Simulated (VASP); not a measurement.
# Ta2N (P-3m1) in VASP: settings compared, part 2 of 2

VASP 6.6.1.

### Step 3. Single point, LDA (volume scaled by 0.96)

Input file INCAR:

```
PREC     = Accurate       # precision mode
ENCUT    = 520            # plane-wave cutoff, eV
EDIFF    = 1E-6           # SCF threshold, eV
ISMEAR   = -1             # smearing method
SIGMA    = 0.05           # smearing width, eV
LREAL    = F              # projectors in reciprocal space
LASPH    = T              # aspherical terms in the spheres
NELM     = 60             # most SCF steps
ALGO     = Normal         # electronic algorithm
ISIF     = 2              # what is computed and relaxed
LWAVE    = F              # write WAVECAR
LCHARG   = T              # write CHGCAR
LELF     = T              # ELF
LVHAR    = T            
NBANDS   = 20             # bands
```

Input file KPOINTS:

```
Automatic mesh
0
Gamma
  10 10 6
```

Input file POSCAR:

```
Ta2N
1.0
    3.0707906527      0.0000000000      0.0000000000
   -1.5353953264      2.6593827149      0.0000000000
    0.0000000000      0.0000000000      4.8040242697
Ta N
2 1
Direct
    0.3333333333      0.6666666667      0.2547110000
    0.6666666667      0.3333333333      0.7452890000
    0.0000000000      0.0000000000      0.0000000000
```

Potentials or basis: VASP PAW LDA potentials, release 64 (Ta_pv, N).

Run with:

```console
> cat potpaw_LDA.64/Ta_pv/POTCAR potpaw_LDA.64/N/POTCAR > POTCAR
> mpirun -np 1 vasp_std > vasp.out
```

OUTCAR:

```text
PREC = Accurate
   ENCUT = 520
   EDIFF = 1E-6
   ISMEAR = -1
   LREAL = F
   LASPH = T
   NELM = 60
   ISIF = 2

 ion  position               nearest neighbor table
   1  0.333  0.667  0.255-   3 2.15   3 2.15   3 2.15   2 2.95   2 2.95   2 2.95   2 3.02   2 3.02
                             2 3.02
   2  0.667  0.333  0.745-   3 2.15   3 2.15   3 2.15   1 2.95   1 2.95   1 2.95   1 3.02   1 3.02
                             1 3.02
   3  0.000  0.000  0.000-   1 2.15   2 2.15   1 2.15   2 2.15   2 2.15   1 2.15

  LATTYP: Found a hexagonal cell.
 ALAT       =     3.0707906527
 C/A-ratio  =     1.5644258476

  Lattice vectors:

 A1 = (   3.0707906527,   0.0000000000,   0.0000000000)
 A2 = (  -1.5353953264,   2.6593827149,   0.0000000000)
 A3 = (   0.0000000000,   0.0000000000,   4.8040242697)

Analysis of symmetry for initial positions (statically):
=====================================================================
 Subroutine PRICEL returns:
 Original cell was already a primitive cell.

 Routine SETGRP: Setting up the symmetry group for a
 hexagonal supercell.

 Subroutine GETGRP returns: Found 12 space group operations
 (whereof 12 operations were pure point group operations)
 out of a pool of 24 trial point group operations.

The static configuration has the point symmetry D_3d.

Analysis of symmetry for dynamics (positions and initial velocities):
=====================================================================
 Subroutine PRICEL returns:
 Original cell was already a primitive cell.

 Routine SETGRP: Setting up the symmetry group for a
 hexagonal supercell.

 Subroutine GETGRP returns: Found 12 space group operations
 (whereof 12 operations were pure point group operations)
 out of a pool of 24 trial point group operations.

The dynamic configuration has the point symmetry D_3d.

 Subroutine INISYM returns: Found 12 space group operations
[... 109 lines left out ...]
   PSTRESS=    0.0 pullay stress
   NELECT =      27.0000    total number of electrons
   NUPDOWN=      -1.0000    fix difference up-down
   EMIN   =  10.00;   EMAX   =-10.00  energy-range for DOS
   EFERMI =   0.00;   METHOD = LEGACY
   ISMEAR =    -1;   SIGMA  =   0.05  broadening in eV -4-tet -1-fermi 0-gaus
   EFERMI_NEDOS =   21; number of points for ismear=-14 and -15
   IALGO  =     38    algorithm
   IMIX   =      4    mixing-type and parameters
     AMIX     =   0.40;   BMIX     =  1.00
     AMIX_MAG =   1.60;   BMIX_MAG =  1.00
  volume/ion in A,a.u.               =      13.08        88.25
  Fermi-wavevector in a.u.,A,eV,Ry     =   1.445387  2.731384 28.424506  2.089142
  Thomas-Fermi vector in A             =   2.563574
   LORBIT       =      0    0 simple, 1 ext, 2 COOP (PROOUT), +10 PAW based schemes
   GGA     = CA    functional components
   LHFCALC =     F    Hartree Fock is set to
   AEXX    =    0.0000 exact exchange contribution
   IVDW    =     0    specifies the selected vdW correction
   LEPSILON=     F    determine dielectric tensor
   LRPA    =     F    only Hartree local field effects (RPA)
 non-spin polarized calculation
  energy-cutoff  :      520.00
  volume of cell :       39.23
 maximum number of plane-waves:      1085
 NGX is ok and might be reduce to    24
   NGX = 11   NGY = 11   NGZ = 17

 number of electron      27.0000006 magnetization

 Free energy of the ion-electron system (eV)
  ---------------------------------------------------
  ext. energy  EPLUGINS =         0.00000000
  ---------------------------------------------------
  free energy    TOTEN  =       -37.65359030 eV

  energy without entropy =      -37.64033970  energy(sigma->0) =      -37.64696500

 E-fermi :   7.7007     XC(G=0): -13.2604

 val. band max:        7.6970743526   @ k =   0.0000   0.3000   0.3333
 cond. band min:       7.7027541813   @ k =   0.0000   0.4000   0.3333
 fundamental gap:      0.0056798287
 Fermi energy:         7.7007305997

 k-point     1 :       0.0000    0.0000    0.0000
  band No.  band energies     occupation
      1     -27.7915      2.00000
      2     -26.9373      2.00000
      3     -26.9373      2.00000
      4     -26.7922      2.00000
      5     -26.7922      2.00000
      6     -26.6662      2.00000
[... 541 lines left out ...]
     19      12.5422      0.00000
     20      13.3896      0.00000

 [... further k-points ...]
[... 5 lines left out ...]
  --------------------------------------------------------------------------------------
  -------------------------------------------------------------------------------------
  Total       -0.4426789     -0.4426789     -0.3516773      0.0000000      0.0000000      0.0000000
  in kB      -18.0785313    -18.0785313    -14.3621246      0.0000000      0.0000000      0.0000000
  external PRESSURE =     -16.8397291 kB  Pullay stress =       0.0000000 kB

 VOLUME and BASIS-vectors are now :
 -----------------------------------------------------------------------------
  energy-cutoff  :      520.00
  volume of cell :       39.23
      direct lattice vectors                 reciprocal lattice vectors
     3.070790653  0.000000000  0.000000000     0.325649031  0.188013556  0.000000000
    -1.535395326  2.659382715  0.000000000     0.000000000  0.376027111  0.000000000
     0.000000000  0.000000000  4.804024270     0.000000000  0.000000000  0.208158815

 POSITION                                       TOTAL-FORCE (eV/Angst)
 -----------------------------------------------------------------------------------
     -0.00000      1.77292      1.22364        -0.000000      0.000000     -0.163010
      1.53540      0.88646      3.58039         0.000000     -0.000000      0.163010
      0.00000      0.00000      0.00000         0.000000      0.000000      0.000000
 -----------------------------------------------------------------------------------
    total drift:                               -0.000000      0.000000      0.000000

  FREE ENERGIE OF THE ION-ELECTRON SYSTEM (eV)
  ---------------------------------------------------
  free  energy   TOTEN  =       -37.6535903028 eV

  energy  without entropy=      -37.6403397011  energy(sigma->0) =      -37.64696500
```

OSZICAR:

```text
N       E                     dE             d eps       ncg     rms          rms(c)
DAV:   1     0.209976630156E+03    0.20998E+03   -0.15057E+04  2880   0.139E+03
DAV:   2    -0.315228214445E+02   -0.24150E+03   -0.23526E+03  3328   0.395E+02
DAV:   3    -0.408018184321E+02   -0.92790E+01   -0.90555E+01  3488   0.693E+01
DAV:   4    -0.409407877137E+02   -0.13897E+00   -0.13754E+00  3612   0.768E+00
DAV:   5    -0.409425215930E+02   -0.17339E-02   -0.17330E-02  3532   0.664E-01    0.282E+01
DAV:   6    -0.380645556526E+02    0.28780E+01   -0.15969E+01  3360   0.249E+01    0.134E+01
DAV:   7    -0.377254138543E+02    0.33914E+00   -0.18256E+00  3196   0.815E+00    0.705E+00
DAV:   8    -0.376580270198E+02    0.67387E-01   -0.25663E-01  3396   0.386E+00    0.408E-01
DAV:   9    -0.376542650136E+02    0.37620E-02   -0.25581E-02  3368   0.102E+00    0.227E-01
DAV:  10    -0.376537207815E+02    0.54423E-03   -0.42879E-03  3388   0.505E-01    0.750E-02
DAV:  11    -0.376536073729E+02    0.11341E-03   -0.10715E-03  3268   0.187E-01    0.320E-02
DAV:  12    -0.376535905541E+02    0.16819E-04   -0.71934E-05  3192   0.578E-02    0.921E-03
DAV:  13    -0.376535907175E+02   -0.16341E-06   -0.17228E-05  3424   0.221E-02    0.501E-03
DAV:  14    -0.376535903028E+02    0.41472E-06   -0.31290E-06  2816   0.113E-02
   1 F= -.37653590E+02 E0= -.37646965E+02  d E =-.132506E-01
```

stdout:

```text
POSCAR found type information on POSCAR TaN
 POSCAR found :  2 types and       3 ions
 scaLAPACK will be used
 LDA part: xc-table for (Slater(with rela. corr.)+CA(PZ))
 , standard interpolation
 POSCAR, INCAR and KPOINTS ok, starting setup
 FFT: planning ... GRIDC
 FFT: planning ... GRID_SOFT
 FFT: planning ... GRID
 WAVECAR not read
 entering main loop
```

It used 25 s of CPU time on 1 thread of Intel Xeon 6975P-C (shared host).

What came out:

```
Free energy   : -37.6536 eV
Pressure      : -1.7 GPa
Largest force : 0.163 eV/Å
```

Forces in eV/Å, atoms in the order of the input:
```
Ta   0.000  0.000 -0.163
Ta   0.000  0.000  0.163
N    0.000  0.000  0.000
```

Levels at points of the mesh, in eV from the Fermi level:
```csv
k point,band 10,band 11,band 12,band 13,band 14,band 15,band 16,band 17
"(0.00, 0.00, 0.00)",-6.21,-4.75,-0.70,-0.27,-0.27,0.27,0.27,0.34
"(0.50, 0.00, 0.00)",-6.52,-4.73,-2.56,-1.25,1.87,2.01,3.91,4.19
"(0.00, 0.00, 0.50)",-6.40,-2.91,-2.54,-1.19,-1.19,1.89,2.29,2.39
"(0.50, 0.00, 0.50)",-6.22,-3.38,-2.05,-2.03,-0.24,0.75,3.45,3.71
```

Caveat: spin-orbit coupling is left out, which moves the levels of the heavy elements.
